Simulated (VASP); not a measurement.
# C (P6/mmm) in VASP: a series of runs, part 2 of 2

VASP 6.6.1. The steps go on from the part before.

### 3 Single point, PBE

This run uses another cell than the first one, of 14.77 Å³/atom.

Input file INCAR:

```
ALGO = Normal
EDIFF = 1E-7
ENCUT = 520
GGA = PE
ISIF = 2
ISMEAR = -1
LASPH = T
LCHARG = F
LREAL = F
LWAVE = F
NBANDS = 13
NELM = 80
PREC = Accurate
SIGMA = 0.1
```

Input file KPOINTS:

```
k-points
0
Gamma
  8 8 32
```

Input file POSCAR:

```
C
1.0
    6.3111294297      0.0000000001      0.0000000000
   -3.1555647149      5.4655984127      0.0000000000
    0.0000000000      0.0000000000      1.2842564679
C
3
Direct
    0.0000000000      0.0000000000      0.0000000000
    0.3333333333      0.6666666667      0.5000000000
    0.6666666667      0.3333333333      0.5000000000
```

Potentials or basis: VASP PAW PBE potentials, release 64 (C).

Started as:

```
$ cat potpaw_PBE.64/C/POTCAR > POTCAR
$ mpirun -np 1 vasp_std > vasp.out
```

OUTCAR:

```text
EDIFF = 1E-7
   ENCUT = 520
   GGA = PE
   ISIF = 2
   ISMEAR = -1
   LASPH = T
   LREAL = F
   NELM = 80
   PREC = Accurate

 ion  position               nearest neighbor table
   1  0.000  0.000  0.000-
   2  0.333  0.667  0.500-
   3  0.667  0.333  0.500-

  LATTYP: Found a hexagonal cell.
 ALAT       =     6.3111294297
 C/A-ratio  =     0.2034907511

  Lattice vectors:

 A1 = (   6.3111294297,   0.0000000001,   0.0000000000)
 A2 = (  -3.1555647149,   5.4655984127,   0.0000000000)
 A3 = (   0.0000000000,   0.0000000000,   1.2842564679)

Analysis of symmetry for initial positions (statically):
=====================================================================
 Subroutine PRICEL returns:
 Original cell was already a primitive cell.

 Routine SETGRP: Setting up the symmetry group for a
 hexagonal supercell.

 Subroutine GETGRP returns: Found 24 space group operations
 (whereof 24 operations were pure point group operations)
 out of a pool of 24 trial point group operations.

The static configuration has the point symmetry D_6h.

Analysis of symmetry for dynamics (positions and initial velocities):
=====================================================================
 Subroutine PRICEL returns:
 Original cell was already a primitive cell.

 Routine SETGRP: Setting up the symmetry group for a
 hexagonal supercell.

 Subroutine GETGRP returns: Found 24 space group operations
 (whereof 24 operations were pure point group operations)
 out of a pool of 24 trial point group operations.

The dynamic configuration has the point symmetry D_6h.

 Subroutine INISYM returns: Found 24 space group operations
 (whereof 24 operations are pure point group operations),
 and found     1 'primitive' translations

[... 123 lines left out ...]
   AEXX    =    0.0000 exact exchange contribution
   IVDW    =     0    specifies the selected vdW correction
   LEPSILON=     F    determine dielectric tensor
   LRPA    =     F    only Hartree local field effects (RPA)
 non-spin polarized calculation
  energy-cutoff  :      520.00
  volume of cell :       44.30
 maximum number of plane-waves:      1235
 NGX is ok and might be reduce to    48
   NGX = 23   NGY = 23   NGZ =  5

 number of electron      12.0000000 magnetization

 Free energy of the ion-electron system (eV)
  ---------------------------------------------------
  ext. energy  EPLUGINS =         0.00000000
  ---------------------------------------------------
  free energy    TOTEN  =       -24.74243680 eV

  energy without entropy =      -24.72623800  energy(sigma->0) =      -24.73433740

 E-fermi :   0.3024     XC(G=0):  -7.9691

 val. band max:        0.2997444005   @ k =   0.2500   0.0000   0.2500
 cond. band min:       0.3056517772   @ k =   0.3750   0.0000   0.2500
 fundamental gap:      0.0059073767
 Fermi energy:         0.3024295515

 k-point     1 :       0.0000    0.0000    0.0000
  band No.  band energies     occupation
      1     -16.2095      2.00000
      2     -15.8809      2.00000
      3     -15.8808      2.00000
      4      -5.3781      2.00000
      5      -5.3781      2.00000
      6      -5.3781      2.00000
      7      -5.3781      2.00000
      8      -4.3723      2.00000
      9      -4.3723      2.00000
     10       4.9701      0.00000
     11       9.1793      0.00000
     12       9.1793      0.00000
     13       9.1793      0.00000
[... 354 lines left out ...]
  band No.  band energies     occupation
      1     -15.8938      2.00000
      2     -15.7677      2.00000
      3     -15.7141      2.00000
      4      -5.4298      2.00000
      5      -5.1074      2.00000
      6      -4.6272      2.00000
      7      -4.4700      2.00000
      8      -4.4072      2.00000
      9      -4.1907      2.00000
     10       6.4887      0.00000
     11       7.8763      0.00000
     12       8.0766      0.00000
     13       9.5036      0.00000

 [... further k-points ...]

------------------------ aborting loop because EDIFF is reached ----------------------------------------

  FORCE on cell =-STRESS in cart. coord.  units (eV):
  Direction    XX          YY          ZZ          XY          YZ          ZX
  --------------------------------------------------------------------------------------
  -------------------------------------------------------------------------------------
  Total        0.2121950      0.2121950     -0.5720171      0.0000000      0.0000000     -0.0000000
  in kB        7.6744844      7.6744844    -20.6882165      0.0000000      0.0000000     -0.0000000
  external PRESSURE =      -1.7797492 kB  Pullay stress =       0.0000000 kB

 VOLUME and BASIS-vectors are now :
 -----------------------------------------------------------------------------
  energy-cutoff  :      520.00
  volume of cell :       44.30
      direct lattice vectors                 reciprocal lattice vectors
     6.311129430  0.000000000  0.000000000     0.158450244  0.091481291  0.000000000
    -3.155564715  5.465598413  0.000000000    -0.000000000  0.182962582  0.000000000
     0.000000000  0.000000000  1.284256468     0.000000000  0.000000000  0.778660669

 POSITION                                       TOTAL-FORCE (eV/Angst)
 -----------------------------------------------------------------------------------
      0.00000      0.00000      0.00000         0.000000      0.000000     -0.000000
     -0.00000      3.64373      0.64213        -0.000000      0.000000     -0.000000
      3.15556      1.82187      0.64213         0.000000     -0.000000      0.000000
 -----------------------------------------------------------------------------------
    total drift:                               -0.000000      0.000000      0.000000

  FREE ENERGIE OF THE ION-ELECTRON SYSTEM (eV)
  ---------------------------------------------------
  free  energy   TOTEN  =       -24.7424367950 eV

  energy  without entropy=      -24.7262379984  energy(sigma->0) =      -24.73433740
```

It took 94 s on 1 thread of Intel Xeon 8259CL, shared host; peak memory 0.21 GiB.

Results:

| Item | Value |
| --- | --- |
| Free energy | -24.7424 eV |
| Pressure | -0.2 GPa |
| Band gap on the k mesh | zero (bands 6 and 7 overlap by 14.88 eV) |

Levels at points of the mesh, in eV from the Fermi level:
```tsv
k point	band 4	band 5	band 6	band 7	band 8	band 9
(0.00, 0.00, 0.00)	-5.68	-5.68	-5.68	-5.68	-4.67	-4.67
(0.50, 0.00, 0.00)	-6.10	-5.54	-5.54	-4.97	-4.95	-4.95
(0.00, 0.00, 0.50)	8.30	8.47	8.64	10.95	10.95	11.07
(0.50, 0.00, 0.50)	8.40	8.47	8.52	10.92	11.02	11.07
```

The gap in the log of VASP goes by the Fermi energy; the results here count the filled bands.